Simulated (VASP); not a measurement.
# NiO (Fm-3m) in VASP: further runs

The runs below take NiO through single point, with PBE.

Program: VASP 6.6.1. These are calculated values, not measurements. Logs are shortened: lines on timing, memory, paths and dates and some standing lists are left out, and cuts for length are marked.

## (1) The cell of the first run

It takes space group Fm-3m (No. 225, cubic). Conventional cell: a = 4.126 Å, b = 4.126 Å, c = 4.126 Å, α = 90.00°, β = 90.00°, γ = 90.00°. Within 2.7 Å of Ni (site symmetry m-3m) lie 6 O at 2.06 Å. O (site symmetry m-3m) has 6 Ni at 2.06 Å within 2.7 Å.

## (2) Single point, PBE, collinear spin, ferromagnetic start

INCAR reads:

```
SYSTEM = NiO
PREC = Accurate
ENCUT = 700
EDIFF = 1E-6
ISMEAR = -1
SIGMA = 0.05
LREAL = .FALSE.
LASPH = .TRUE.
NELM = 200
ALGO = Normal
ISIF = 2
LWAVE = .FALSE.
LCHARG = .FALSE.
ISPIN = 2
MAGMOM = 1 0
LORBIT = 11
LMAXMIX = 4
GGA = PE
NBANDS = 23
GGA_COMPAT = .FALSE.
```

KPOINTS reads:

```
Automatic mesh
0
G
  11 11 11
  0 0 0
```

POSCAR reads:

```
NiO
1.0
    0.0000000000      2.0630451059      2.0630451059
    2.0630451059      0.0000000000      2.0630451059
    2.0630451059      2.0630451059      0.0000000000
Ni O
1 1
Direct
    0.0000000000      0.0000000000      0.0000000000
    0.5000000000      0.5000000000      0.5000000000
```

Potentials or basis: VASP PAW PBE potentials, release 64 (Ni_sv_GW, O).

Command:

```
$ cat potpaw_PBE.64/Ni_sv_GW/POTCAR potpaw_PBE.64/O/POTCAR > POTCAR
$ mpirun -np 1 vasp_std > vasp.out
```

OUTCAR:

```text
SYSTEM = NiO
   PREC = Accurate
   ENCUT = 700
   EDIFF = 1E-6
   ISMEAR = -1
   LREAL = .FALSE.
   LASPH = .TRUE.
   NELM = 200
   ISIF = 2
   ISPIN = 2
   LORBIT = 11
   GGA = PE

 ion  position               nearest neighbor table
   1  0.000  0.000  0.000-   2 2.06   2 2.06   2 2.06   2 2.06   2 2.06   2 2.06
   2  0.500  0.500  0.500-   1 2.06   1 2.06   1 2.06   1 2.06   1 2.06   1 2.06

  LATTYP: Found a face centered cubic cell.
 ALAT       =     4.1260902118

  Lattice vectors:

 A1 = (   0.0000000000,   2.0630451059,   2.0630451059)
 A2 = (   2.0630451059,   0.0000000000,   2.0630451059)
 A3 = (   2.0630451059,   2.0630451059,   0.0000000000)

Analysis of symmetry for initial positions (statically):
=====================================================================
 Subroutine PRICEL returns:
 Original cell was already a primitive cell.

 Routine SETGRP: Setting up the symmetry group for a
 face centered cubic supercell.

 Subroutine GETGRP returns: Found 48 space group operations
 (whereof 48 operations were pure point group operations)
 out of a pool of 48 trial point group operations.

The static configuration has the point symmetry O_h .

Analysis of symmetry for dynamics (positions and initial velocities):
=====================================================================
 Subroutine PRICEL returns:
 Original cell was already a primitive cell.

 Routine SETGRP: Setting up the symmetry group for a
 face centered cubic supercell.

 Subroutine GETGRP returns: Found 48 space group operations
 (whereof 48 operations were pure point group operations)
 out of a pool of 48 trial point group operations.

The dynamic configuration has the point symmetry O_h .

Analysis of structural, dynamic, and magnetic symmetry:
=====================================================================
 Subroutine PRICEL returns:
 Original cell was already a primitive cell.

 Routine SETGRP: Setting up the symmetry group for a
 face centered cubic supercell.

 Subroutine GETGRP returns: Found 48 space group operations
 (whereof 48 operations were pure point group operations)
 out of a pool of 48 trial point group operations.

The overall configuration has the point symmetry O_h .

 Subroutine INISYM returns: Found 48 space group operations
 (whereof 48 operations are pure point group operations),
 and found     1 'primitive' translations
[... 114 lines left out ...]
     AMIX     =   0.40;   BMIX     =  1.00
     AMIX_MAG =   1.60;   BMIX_MAG =  1.00
  volume/ion in A,a.u.               =       8.78        59.25
  Fermi-wavevector in a.u.,A,eV,Ry     =   1.816742  3.433144 44.906716  3.300550
  Thomas-Fermi vector in A             =   2.874091
   LORBIT       =     11    0 simple, 1 ext, 2 COOP (PROOUT), +10 PAW based schemes
   GGA     = PE    functional components
   LHFCALC =     F    Hartree Fock is set to
   AEXX    =    0.0000 exact exchange contribution
   IVDW    =     0    specifies the selected vdW correction
   LEPSILON=     F    determine dielectric tensor
   LRPA    =     F    only Hartree local field effects (RPA)
 spin polarized calculation
  energy-cutoff  :      700.00
  volume of cell :       17.56
 maximum number of plane-waves:       751
 NGX is ok and might be reduce to    28
   NGX = 13   NGY = 13   NGZ = 13

 number of electron      24.0000011 magnetization       1.6082937

 Free energy of the ion-electron system (eV)
  ---------------------------------------------------
  ext. energy  EPLUGINS =         0.00000000
  ---------------------------------------------------
  free energy    TOTEN  =       -12.39074086 eV

  energy without entropy =      -12.37925892  energy(sigma->0) =      -12.38499989

 E-fermi :   7.5549     XC(G=0): -13.2787

 val. band max:        7.5503747579   @ k =  -0.4545   0.4545   0.0909
 cond. band min:       7.5560128926   @ k =   0.4545   0.1818   0.0909
 fundamental gap:      0.0056381348
 Fermi energy:         7.5548500898

 spin component 1

 k-point     1 :       0.0000    0.0000    0.0000
  band No.  band energies     occupation
      1     -96.8276      1.00000
      2     -57.2065      1.00000
      3     -57.2065      1.00000
      4     -57.2065      1.00000
      5     -13.2800      1.00000
      6       4.2883      1.00000
[... 613 lines left out ...]
     22      38.8290      0.00000
     23      39.9758      0.00000

 [... further k-points ...]

 spin component 2

 k-point     1 :       0.0000    0.0000    0.0000
  band No.  band energies     occupation
      1     -95.1406      1.00000
      2     -55.5612      1.00000
      3     -55.5612      1.00000
      4     -55.5612      1.00000
      5     -12.8998      1.00000
      6       4.7297      1.00000
[... 613 lines left out ...]
     22      39.1929      0.00000
     23      40.1728      0.00000

 [... further k-points ...]

------------------------ aborting loop because EDIFF is reached ----------------------------------------

  FORCE on cell =-STRESS in cart. coord.  units (eV):
  Direction    XX          YY          ZZ          XY          YZ          ZX
  --------------------------------------------------------------------------------------
  -------------------------------------------------------------------------------------
  Total        1.2266342      1.2266342      1.2266342      0.0000000     -0.0000000      0.0000000
  in kB      111.9101489    111.9101489    111.9101489      0.0000000     -0.0000000      0.0000000
  external PRESSURE =     111.9101489 kB  Pullay stress =       0.0000000 kB

 VOLUME and BASIS-vectors are now :
 -----------------------------------------------------------------------------
  energy-cutoff  :      700.00
  volume of cell :       17.56
      direct lattice vectors                 reciprocal lattice vectors
     0.000000000  2.063045106  2.063045106    -0.242360188  0.242360188  0.242360188
     2.063045106  0.000000000  2.063045106     0.242360188 -0.242360188  0.242360188
     2.063045106  2.063045106  0.000000000     0.242360188  0.242360188 -0.242360188

 POSITION                                       TOTAL-FORCE (eV/Angst)
 -----------------------------------------------------------------------------------
      0.00000      0.00000      0.00000         0.000000     -0.000000      0.000000
      2.06305      2.06305      2.06305        -0.000000      0.000000     -0.000000
 -----------------------------------------------------------------------------------
    total drift:                               -0.000000      0.000000      0.000000

  FREE ENERGIE OF THE ION-ELECTRON SYSTEM (eV)
  ---------------------------------------------------
  free  energy   TOTEN  =       -12.3907408563 eV

  energy  without entropy=      -12.3792589240  energy(sigma->0) =      -12.38499989

 total charge

# of ion       s       p       d       f       tot
--------------------------------------------------
    1        2.155   6.227   7.805   0.011  16.198
    2        1.553   3.442   0.000   0.000   4.996
--------------------------------------------------
tot          3.708   9.670   7.805   0.011  21.194

 magnetization (x)

# of ion       s       p       d       f       tot
--------------------------------------------------
    1        0.009   0.013   1.319   0.001   1.341
    2        0.028   0.204   0.000   0.000   0.233
--------------------------------------------------
tot          0.037   0.217   1.319   0.001   1.574
```

stdout:

```text
POSCAR found type information on POSCAR NiO
 POSCAR found :  2 types and       2 ions
 scaLAPACK will be used
 LDA part: xc-table for (Slater+PW92), standard interpolation
 POSCAR, INCAR and KPOINTS ok, starting setup
 FFT: planning ... GRIDC
 FFT: planning ... GRID_SOFT
 FFT: planning ... GRID
 WAVECAR not read
 entering main loop
```

Wall time 75 s (1 thread of Intel Xeon 6975P-C (Granite Rapids), shared host); peak memory 0.22 GiB.

What came out:

```yaml
Free_energy: -12.3907 eV
Pressure: 11.2 GPa
Net_moment: 1.61 μB per cell
Site_moments: Ni +1.34; O +0.23 μB
Valence_electrons_inside_the_program's_atomic_spheres: Ni 16.20; O 5.00
```

Caveat: the cell stands under pressure; a cell with one magnetic atom can't hold antiferromagnetic order, which such compounds often take; semilocal functionals often make such compounds metallic where correlation or magnetic order opens a gap, which also shifts bond lengths.

## (3) Single point, PBE, collinear spin, ferromagnetic start

This run uses another cell than the first one, of 9.15 Å³/atom.

INCAR reads:

```
SYSTEM = NiO
PREC     = Accurate       ! precision mode
ENCUT    = 700            ! plane-wave cutoff, eV
EDIFF    = 1E-6           ! SCF threshold, eV
ISMEAR   = -1             ! smearing method
SIGMA    = 0.05           ! smearing width, eV
LREAL    = .FALSE.        ! projectors in reciprocal space
LASPH    = .TRUE.         ! aspherical terms in the spheres
NELM     = 200            ! most SCF steps
ALGO     = Normal         ! electronic algorithm
ISIF     = 2              ! what is computed and relaxed
LWAVE    = .FALSE.        ! write WAVECAR
LCHARG   = .FALSE.        ! write CHGCAR
ISPIN    = 2              ! spin polarisation
MAGMOM   = 2 0            ! initial moments
LORBIT   = 11             ! projections on sites
NUPDOWN  = 2.0            ! fixed moment
LMAXMIX  = 4              ! l up to which the mixer works
GGA      = PE             ! functional
NBANDS   = 23             ! bands
GGA_COMPAT= .FALSE.
```

KPOINTS reads:

```
regular mesh
0
G
  9 9 9
  0 0 0
```

POSCAR reads:

```
NiO
1.0
    0.0000000000      2.0913095100      2.0913095100
    2.0913095100      0.0000000000      2.0913095100
    2.0913095100      2.0913095100      0.0000000000
Ni O
1 1
Direct
    0.0000000000      0.0000000000      0.0000000000
    0.5000000000      0.5000000000      0.5000000000
```

Potentials or basis: VASP PAW PBE potentials, release 64 (Ni_sv_GW, O).

Command:

```
$ cat potpaw_PBE.64/Ni_sv_GW/POTCAR potpaw_PBE.64/O/POTCAR > POTCAR
$ mpirun -np 1 vasp_std > vasp.out
```

Run time: 63 s. Hardware: 1 thread of Intel Xeon Platinum 8375C at 2.90GHz (Ice Lake), shared host; peak memory 0.2 GiB.

It converged, with:

- Free energy: -12.4061 eV
- Pressure: 6.4 GPa
- Net moment: 2.00 μB per cell
- Site moments: Ni +1.62; O +0.33 μB
- Valence electrons inside the program's atomic spheres: Ni 16.14; O 4.99

Caveat: the cell stands under pressure; the total moment is fixed, so each spin has its own Fermi level and the state may be an excited one; a cell with one magnetic atom can't hold antiferromagnetic order, which such compounds often take.

## (4) Single point, PBE, collinear spin, ferromagnetic start

This run uses another cell than the first one, of 9.15 Å³/atom.

INCAR, as its differences from that of step 3:

```diff
@@ -14,5 +14,5 @@
 ISPIN    = 2              ! spin polarisation
-MAGMOM   = 2 0            ! initial moments
+MAGMOM   = 0.8 0          ! initial moments
 LORBIT   = 11             ! projections on sites
-NUPDOWN  = 2.0            ! fixed moment
+NUPDOWN  = 0.8            ! fixed moment
 LMAXMIX  = 4              ! l up to which the mixer works
```

KPOINTS reads:

```
Automatic mesh
0
G
  9 9 9
  0 0 0
```

POSCAR is that of step 3.

Command:

```
$ cat potpaw_PBE.64/Ni_sv_GW/POTCAR potpaw_PBE.64/O/POTCAR > POTCAR
$ mpirun -np 1 vasp_std > vasp.out
```

It took 44 s on 1 thread of Intel Xeon Platinum 8488C (Sapphire Rapids), shared host; peak memory 0.21 GiB.

It converged, with:

* Free energy: -12.3553 eV
* Pressure: -2.6 GPa
* Net moment: 0.80 μB per cell
* Site moments: Ni +0.70; O +0.08 μB
* Valence electrons inside the program's atomic spheres: Ni 16.20; O 4.94

Caveat: the total moment is fixed, so each spin has its own Fermi level and the state may be an excited one; a cell with one magnetic atom can't hold antiferromagnetic order, which such compounds often take.

## (5) Single point, PBE, collinear spin, ferromagnetic start

This run uses another cell than the first one, of 9.15 Å³/atom.

INCAR reads:

```
PREC = Accurate ; ENCUT = 700
EDIFF = 1E-6 ; ISMEAR = -1
SIGMA = 0.05 ; LREAL = F
LASPH = T ; NELM = 200
ALGO = Normal ; ISIF = 2
LWAVE = F ; LCHARG = T
ISPIN = 2 ; MAGMOM = 1.5 0
LORBIT = 11 ; NUPDOWN = 1.5
LMAXMIX = 4 ; GGA = PE
LELF = T ; LVHAR = T
NBANDS = 23 ; GGA_COMPAT = F
```

KPOINTS reads:

```
Automatic mesh
0
Gamma
  9 9 9
```

POSCAR is that of step 4.

Command:

```
$ cat potpaw_PBE.64/Ni_sv_GW/POTCAR potpaw_PBE.64/O/POTCAR > POTCAR
$ mpirun -np 1 vasp_std > vasp.out
```

Run time: 52 s. Hardware: 1 thread of Intel Xeon 6975P-C (Granite Rapids), shared host; peak memory 0.2 GiB.

It converged, with:

| Quantity | Value |
| --- | --- |
| Free energy | -12.4158 eV |
| Pressure | 0.7 GPa |
| Net moment | 1.50 μB per cell |
| Site moments | Ni +1.26; O +0.20 μB |
| Valence electrons inside the program's atomic spheres | Ni 16.17; O 4.97 |

Caveat: the total moment is fixed, so each spin has its own Fermi level and the state may be an excited one; a cell with one magnetic atom can't hold antiferromagnetic order, which such compounds often take.

## (6) Overview

```tsv
fixed moment (μB)	cell	k mesh	pressure (GPa)	moment (μB)
-	a = 2.918 Å, angles 60.0°, 2 atoms	11 × 11 × 11	11.2	1.61
2.0	a = 2.958 Å, angles 60.0°, 2 atoms	9 × 9 × 9	6.4	2.00
0.8	a = 2.958 Å, angles 60.0°, 2 atoms	9 × 9 × 9	-2.6	0.80
1.5	a = 2.958 Å, angles 60.0°, 2 atoms	9 × 9 × 9	0.7	1.50
```

Alike in all rows: task single point; level PBE; potentials or basis VASP PAW PBE potentials, release 64 (Ni_sv_GW, O); spin collinear, ferromagnetic start; cutoff (eV) 700; smearing fermi-dirac 0.05 eV.

Caveats: a cell with one magnetic atom can't hold antiferromagnetic order, which such compounds often take; the total moment is fixed, so each spin has its own Fermi level and the state may be an excited one (at least some runs); the cell stands under pressure (at least some runs); semilocal functionals often make such compounds metallic where correlation or magnetic order opens a gap, which also shifts bond lengths (at least some runs).

Absolute energies hang on the potentials; compare differences alone.
